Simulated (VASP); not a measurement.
**MoS2: single point with PBE+D3(BJ)**

The system is MoS2, a slab with vacuum.

```
Mo S
1.0
     3.24700    0.00000    0.00000
    -1.62350    2.81198    0.00000
     0.00000    0.00000   22.09556
Mo S
2 4
Direct
  0.33333 0.66667 0.85116
  0.66667 0.33333 0.14884
  0.66667 0.33333 0.77963
  0.33333 0.66667 0.07725
  0.66667 0.33333 0.92275
  0.33333 0.66667 0.22037
```

```yaml
Program: VASP 6.6.1
Task: single point
Functional: PBE
Dispersion: D3(BJ)
Potentials_or_basis: VASP PAW PBE potentials, release 64 (Mo_sv, S)
Cutoff: 520 eV
k_mesh: 10 × 10 × 2
Occupations: fermi-dirac, width 0.05 eV
Spin: no spin polarisation
Dipole_correction: no
Further_INCAR_settings: ALGO = Normal; EDIFF = 1e-06; NBANDS = 35
```

The largest force is 0.774 eV/Å and the band gap on the k mesh is 1.31 eV (least direct gap 1.74 eV). The dispersion energy per atom is -0.338 eV.

Forces in eV/Å, atoms in the order of the input:
```
Mo   0.000  0.000  0.053
Mo   0.000  0.000 -0.053
S    0.000  0.000  0.774
S    0.000  0.000  0.712
S    0.000  0.000 -0.712
S    0.000  0.000 -0.774
```

Levels at points of the mesh, in eV from the valence-band top:
```
           k point  band 22  band 23  band 24  band 25  band 26  band 27  band 28  band 29  band 30  band 31
(0.00, 0.00, 0.00)    -1.80    -1.80    -1.63    -0.40     0.00     2.25     2.25     2.26     2.26     2.44
(0.50, 0.00, 0.00)    -2.10    -1.38    -1.33    -0.93    -0.90     1.72     1.73     2.17     2.24     3.21
(0.00, 0.00, 0.50)    -1.80    -1.80    -1.63    -0.40     0.00     2.25     2.25     2.26     2.26     2.44
(0.50, 0.00, 0.50)    -2.10    -1.38    -1.33    -0.93    -0.90     1.72     1.73     2.17     2.24     3.21
```

Wall time 2.7 min on 1 thread of AMD EPYC 9R45 96-Core Processor (Zen 5) (shared host), peak memory 0.37 GiB.
